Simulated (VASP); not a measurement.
# Al (a cell with a defect) in VASP: single point with PBE

Aim: the single point of Al (a cell with a defect) with PBE.

Program: VASP 6.6.1. These are calculated values, not measurements. Logs are shortened: lines on timing, memory, paths and dates and some standing lists are left out, and cuts for length are marked.

## 1. The cell of the first run

The cell holds a defect, 26 atoms: a = 8.574 Å, b = 8.574 Å, c = 8.574 Å, α = 60.00°, β = 60.00°, γ = 60.00°.

## 2. Single point, PBE

Contents of INCAR:

```
  PREC = Accurate
  ENCUT = 520
  EDIFF = 1E-7
  ISMEAR = 0
  SIGMA = 0.1
  LREAL = Auto
  LASPH = True
  NELM = 60
  ALGO = Fast
  ISIF = 2
  LWAVE = False
  LCHARG = True
  GGA = PE
  LELF = True
  LVHAR = True
  NBANDS = 58
```

Contents of KPOINTS:

```
regular mesh
0
Gamma
  6 6 6
```

Contents of POSCAR:

```
Al
1.0
   -6.0624313445     -6.0624313445      0.0000000000
    0.0000000000     -6.0624313445      6.0624313445
   -6.0624313445      0.0000000000      6.0624313445
Al
26
Direct
    0.3375462320      0.0000000000      0.0000000000
   -0.0042128986      0.0000000000      0.0000000000
    0.6666666667      0.3291204347      0.0000000000
    0.3375462320      0.3291204347      0.0000000000
    0.0001867379      0.3335200712     -0.0005602136
    0.6666666667      0.6708795653      0.0000000000
    0.3331465955      0.6664799288      0.0005602136
   -0.0042128986      0.6708795653      0.0000000000
    0.6666666667      0.0000000000      0.3291204347
    0.3375462320      0.0000000000      0.3291204347
    0.0001867379     -0.0005602136      0.3335200712
    0.6661064531      0.3335200712      0.3335200712
    0.3337107420      0.3329559247      0.3329559247
    0.0001867379      0.3335200712      0.3335200712
    0.6666666667      0.6708795653      0.3291204347
    0.3337107420      0.6670440753      0.3329559247
    0.9996225913      0.6670440753      0.3329559247
    0.6666666667      0.0000000000      0.6708795653
    0.3331465955      0.0005602136      0.6664799288
   -0.0042128986      0.0000000000      0.6708795653
    0.6666666667      0.3291204347      0.6708795653
    0.3337107420      0.3329559247      0.6670440753
    0.9996225913      0.3329559247      0.6670440753
    0.6672268802      0.6664799288      0.6664799288
    0.3331465955      0.6664799288      0.6664799288
   -0.0003774087      0.6670440753      0.6670440753
```

Potentials or basis: VASP PAW PBE potentials, release 64 (Al).

On the command line:

```sh
$ cat potpaw_PBE.64/Al/POTCAR > POTCAR
$ mpirun -np 1 vasp_std > vasp.out
```

OUTCAR:

```text
PREC = Accurate
   ENCUT = 520
   EDIFF = 1E-7
   ISMEAR = 0
   LREAL = Auto
   LASPH = True
   NELM = 60
   ISIF = 2
   GGA = PE

 ion  position               nearest neighbor table
   1  0.338  0.000  0.000-   4 2.82   6 2.82  10 2.82  18 2.82  16 2.85  22 2.85  11 2.88   5 2.88
                            19 2.88   7 2.88   2 2.93
   2  0.996  0.000  0.000-   3 2.82   9 2.82   8 2.82  20 2.82  17 2.85  23 2.85   7 2.88  19 2.88
                             5 2.88  11 2.88   1 2.93
   3  0.667  0.329  0.000-   2 2.82   4 2.82   9 2.82  21 2.82  23 2.85  13 2.85  24 2.88  12 2.88
                             5 2.88   7 2.88   6 2.93
   4  0.338  0.329  0.000-   1 2.82   3 2.82  10 2.82  21 2.82  13 2.85  22 2.85   7 2.88  14 2.88
                             5 2.88  25 2.88   8 2.93
   5  0.000  0.334  0.999-  22 2.85  26 2.85  23 2.85  14 2.86  11 2.86  12 2.86   8 2.88   6 2.88
                             1 2.88   3 2.88   4 2.88   2 2.88
   6  0.667  0.671  0.000-   8 2.82   1 2.82  15 2.82  18 2.82  26 2.85  16 2.85   5 2.88  12 2.88
                             7 2.88  24 2.88   3 2.93
   7  0.333  0.666  0.001-  13 2.85  16 2.85  17 2.85  24 2.86  19 2.86  25 2.86   4 2.88   2 2.88
                             8 2.88   3 2.88   1 2.88   6 2.88
   8  0.996  0.671  0.000-   6 2.82  15 2.82   2 2.82  20 2.82  17 2.85  26 2.85   5 2.88  25 2.88
                            14 2.88   7 2.88   4 2.93
   9  0.667  0.000  0.329-   2 2.82   3 2.82  10 2.82  15 2.82  17 2.85  13 2.85  24 2.88  12 2.88
[... 21 lines left out ...]
  20  0.996  0.000  0.671-  18 2.82  21 2.82   2 2.82   8 2.82  23 2.85  26 2.85  11 2.88  25 2.88
                            14 2.88  19 2.88  10 2.93
  21  0.667  0.329  0.671-  20 2.82   4 2.82  18 2.82   3 2.82  23 2.85  22 2.85  24 2.88  14 2.88
                            12 2.88  25 2.88  15 2.93
  22  0.334  0.333  0.667-  12 2.85  25 2.85   5 2.85  19 2.85  18 2.85   1 2.85  21 2.85   4 2.85
                            13 2.86  16 2.86  26 2.86  23 2.86
  23  1.000  0.333  0.667-  14 2.85  24 2.85  19 2.85   5 2.85  21 2.85   3 2.85  20 2.85   2 2.85
                            17 2.86  26 2.86  13 2.86  22 2.86
  24  0.667  0.666  0.666-  17 2.85  23 2.85  26 2.85  25 2.86  19 2.86   7 2.86  21 2.88  15 2.88
                             9 2.88   3 2.88  18 2.88   6 2.88
  25  0.333  0.666  0.666-  16 2.85  22 2.85  26 2.85  24 2.86  19 2.86   7 2.86  20 2.88   8 2.88
                             4 2.88  10 2.88  21 2.88  15 2.88
  26  1.000  0.667  0.667-   5 2.85  11 2.85  24 2.85  25 2.85   6 2.85  18 2.85   8 2.85  20 2.85
                            17 2.86  23 2.86  22 2.86  16 2.86

  LATTYP: Found a face centered cubic cell.
 ALAT       =    12.1248626890

  Lattice vectors:

 A1 = (  -6.0624313445,  -6.0624313445,   0.0000000000)
 A2 = (   0.0000000000,  -6.0624313445,   6.0624313445)
 A3 = (  -6.0624313445,   0.0000000000,   6.0624313445)

Analysis of symmetry for initial positions (statically):
=====================================================================
 Subroutine PRICEL returns:
 Original cell was already a primitive cell.

 Routine SETGRP: Setting up the symmetry group for a
 face centered cubic supercell.

 Subroutine GETGRP returns: Found 48 space group operations
 (whereof  4 operations were pure point group operations)
 out of a pool of 48 trial point group operations.

The static configuration has the point symmetry C_2v.
 The point group associated with its full space group is O_h .

Analysis of symmetry for dynamics (positions and initial velocities):
=====================================================================
 Subroutine PRICEL returns:
 Original cell was already a primitive cell.

 Routine SETGRP: Setting up the symmetry group for a
 face centered cubic supercell.

 Subroutine GETGRP returns: Found 48 space group operations
 (whereof  4 operations were pure point group operations)
 out of a pool of 48 trial point group operations.

The dynamic configuration has the point symmetry C_2v.
 The point group associated with its full space group is O_h .

 Subroutine INISYM returns: Found 48 space group operations
 (whereof  4 operations are pure point group operations),
 and found     1 'primitive' translations

----------------------------------------------------------------------------------------

                                     Primitive cell

  volume of cell :     445.6260

  direct lattice vectors                    reciprocal lattice vectors
    -6.062431345 -6.062431345  0.000000000    -0.082475161 -0.082475161 -0.082475161
     0.000000000 -6.062431345  6.062431345     0.082475161 -0.082475161  0.082475161
    -6.062431345  0.000000000  6.062431345    -0.082475161  0.082475161  0.082475161

  length of vectors
     8.573572628  8.573572628  8.573572628     0.142851169  0.142851169  0.142851169

  position of ions in fractional coordinates (direct lattice)
     0.337546232  0.000000000  0.000000000
     0.995787101  0.000000000  0.000000000
[... 71 lines left out ...]

  Shift w.r.t. Gamma in fractional coordinates (k-lattice)
     0.000000000  0.000000000  0.000000000

 Subroutine IBZKPT returns following result:
 ===========================================

 Found     16 irreducible k-points:

 Following reciprocal coordinates:
            Coordinates               Weight
  0.000000  0.000000  0.000000      1.000000
  0.166667  0.000000  0.000000      8.000000
  0.333333  0.000000  0.000000      8.000000
  0.500000  0.000000  0.000000      4.000000
  0.166667  0.166667  0.000000      6.000000
  0.333333  0.166667  0.000000     24.000000
[... 8 lines left out ...]
 -0.333333  0.333333  0.166667     24.000000
 -0.333333  0.500000  0.166667     12.000000
   k-points           NKPTS =     16   k-points in BZ     NKDIM =     16   number of bands    NBANDS=     58
   number of dos      NEDOS =    301   number of ions     NIONS =     26
   total plane-waves  NPLWV = 262144
   dimension x,y,z NGX =    64 NGY =   64 NGZ =   64
   dimension x,y,z NGXF=   128 NGYF=  128 NGZF=  128
   ions per type =              26
   NGX,Y,Z   is equivalent  to a cutoff of  12.41, 12.41, 12.41 a.u.
   NGXF,Y,Z  is equivalent  to a cutoff of  24.82, 24.82, 24.82 a.u.
 SYSTEM =  unknown system
   PREC   = accura    normal or accurate (medium, high low for compatibility)
   ISTART =      0    job   : 0-new  1-cont  2-samecut
   ICHARG =      2    charge: 1-file 2-atom 10-const
   ISPIN  =      1    spin polarized calculation?
   LNONCOLLINEAR =      F non collinear calculations
   LSORBIT =      F    spin-orbit coupling
   LASPH  =      T    aspherical Exc in radial PAW
   ENCUT  =  520.0 eV  38.22 Ry    6.18 a.u.  15.94 15.94 15.94*2*pi/ulx,y,z
   NELM   =     60;   NELMIN=  2; NELMDL= -5     # of ELM steps
   EDIFF  = 0.1E-06   stopping-criterion for ELM
   LREAL  =      T    real-space projection
   EDIFFG = 0.1E-05   stopping-criterion for IOM
   NSW    =      0    number of steps for IOM
   IBRION =     -1    ionic relax: 0-MD 1-quasi-New 2-CG
   NFREE  =      0    steps in history (QN), initial steepest desc. (CG)
   ISIF   =      2    stress and relaxation
   ISYM   =      2    0-nonsym 1-usesym 2-fastsym
   POTIM  = 0.5000    time-step for ionic-motion
   TEBEG  =    0.0;   TEEND  =   0.0 temperature during run
   PSTRESS=    0.0 pullay stress
   NELECT =      78.0000    total number of electrons
   NUPDOWN=      -1.0000    fix difference up-down
   EMIN   =  10.00;   EMAX   =-10.00  energy-range for DOS
   EFERMI =   0.00;   METHOD = LEGACY
   ISMEAR =     0;   SIGMA  =   0.10  broadening in eV -4-tet -1-fermi 0-gaus
   EFERMI_NEDOS =   21; number of points for ismear=-14 and -15
   IALGO  =     68    algorithm
   IMIX   =      4    mixing-type and parameters
     AMIX     =   0.40;   BMIX     =  1.00
     AMIX_MAG =   1.60;   BMIX_MAG =  1.00
  volume/ion in A,a.u.               =      17.14       115.66
  Fermi-wavevector in a.u.,A,eV,Ry     =   0.915763  1.730540 11.410131  0.838621
  Thomas-Fermi vector in A             =   2.040541
   LORBIT       =      0    0 simple, 1 ext, 2 COOP (PROOUT), +10 PAW based schemes
   GGA     = PE    functional components
   LHFCALC =     F    Hartree Fock is set to
   AEXX    =    0.0000 exact exchange contribution
   IVDW    =     0    specifies the selected vdW correction
   LEPSILON=     F    determine dielectric tensor
   LRPA    =     F    only Hartree local field effects (RPA)
 non-spin polarized calculation
 RMM-DIIS sequential band-by-band and
 Gauss-broadening in eV      SIGMA  =   0.10
  energy-cutoff  :      520.00
  volume of cell :      445.63
 maximum number of plane-waves:     12039
   NGX = 31   NGY = 31   NGZ = 31

 number of electron      78.0000000 magnetization

 Free energy of the ion-electron system (eV)
  ---------------------------------------------------
  ext. energy  EPLUGINS =         0.00000000
  ---------------------------------------------------
  free energy    TOTEN  =       -96.65400317 eV

  energy without entropy =      -96.59346062  energy(sigma->0) =      -96.62373189

 E-fermi :   7.5423     XC(G=0): -10.0273

 val. band max:        7.5130259983   @ k =  -0.3333   0.3333   0.0000
 cond. band min:       7.5451524213   @ k =   0.5000   0.3333   0.1667
 fundamental gap:      0.0321264230
 Fermi energy:         7.5422824335

 k-point     1 :       0.0000    0.0000    0.0000
  band No.  band energies     occupation
      1      -3.3818      2.00000
      2      -0.5179      2.00000
      3      -0.4773      2.00000
      4      -0.4773      2.00000
      5      -0.4773      2.00000
      6      -0.4336      2.00000
[... 853 lines left out ...]
     50       9.2438      0.00000
     51       9.9251      0.00000
 [bands above 51 left out]

------------------------ aborting loop because EDIFF is reached ----------------------------------------

  FORCE on cell =-STRESS in cart. coord.  units (eV):
  Direction    XX          YY          ZZ          XY          YZ          ZX
  --------------------------------------------------------------------------------------
  -------------------------------------------------------------------------------------
  Total       -2.5518343     -2.5518343     -2.5518343     -0.0000000      0.0000000      0.0000000
  in kB       -9.1747145     -9.1747145     -9.1747145     -0.0000000      0.0000000      0.0000000
  external PRESSURE =      -9.1747145 kB  Pullay stress =       0.0000000 kB

 VOLUME and BASIS-vectors are now :
 -----------------------------------------------------------------------------
  energy-cutoff  :      520.00
  volume of cell :      445.63
      direct lattice vectors                 reciprocal lattice vectors
    -6.062431345 -6.062431345  0.000000000    -0.082475161 -0.082475161 -0.082475161
     0.000000000 -6.062431345  6.062431345     0.082475161 -0.082475161  0.082475161
    -6.062431345  0.000000000  6.062431345    -0.082475161  0.082475161  0.082475161

 POSITION                                       TOTAL-FORCE (eV/Angst)
 -----------------------------------------------------------------------------------
     -2.04635     -2.04635      0.00000         0.017219      0.017219      0.000000
     -6.03689     -6.03689      0.00000        -0.017219     -0.017219      0.000000
     -4.04162     -6.03689      1.99527         0.000000     -0.017219      0.017219
     -2.04635     -4.04162      1.99527         0.017219      0.000000      0.017219
     -6.06017     -2.02307      8.08098         0.000094     -0.000094     -0.000094
     -4.04162     -8.10878      4.06716         0.000000      0.017219     -0.017219
[... 18 lines left out ...]
     -6.06017     -6.06017      8.08098         0.000094      0.000094     -0.000094
    -10.10405    -10.10405      8.08782         0.000000      0.000000     -0.013606
 -----------------------------------------------------------------------------------
    total drift:                               -0.000004     -0.000004     -0.000000

  FREE ENERGIE OF THE ION-ELECTRON SYSTEM (eV)
  ---------------------------------------------------
  free  energy   TOTEN  =       -96.6540031736 eV

  energy  without entropy=      -96.5934606152  energy(sigma->0) =      -96.62373189
```

Run time: 5.6 min. Hardware: 1 thread of Intel Xeon 6975P-C (Granite Rapids), shared host; peak memory 0.68 GiB.

What came out:

* Free energy: -96.6540 eV
* Pressure: -0.9 GPa
* Largest force: 0.024 eV/Å
* Band gap on the k mesh: zero (band 39 reaches 7.92 eV, above the bottom of band 40 at 7.10 eV)

Forces on the atoms (eV/Å):
```
Al   0.017  0.017  0.000
Al  -0.017 -0.017  0.000
Al   0.000 -0.017  0.017
Al   0.017  0.000  0.017
Al   0.000  0.000  0.000
Al   0.000  0.017 -0.017
Al   0.000  0.000  0.000
Al  -0.017  0.000 -0.017
Al  -0.017  0.000  0.017
Al   0.000  0.017  0.017
Al   0.000  0.000  0.000
Al   0.000  0.000  0.000
Al   0.000  0.000  0.014
Al   0.000  0.000  0.000
Al  -0.017  0.017  0.000
Al   0.000  0.014  0.000
Al  -0.014  0.000  0.000
Al   0.017  0.000 -0.017
Al   0.000  0.000  0.000
Al   0.000 -0.017 -0.017
Al   0.017 -0.017  0.000
Al   0.014  0.000  0.000
Al   0.000 -0.014  0.000
Al   0.000  0.000  0.000
Al   0.000  0.000  0.000
Al   0.000  0.000 -0.014
```
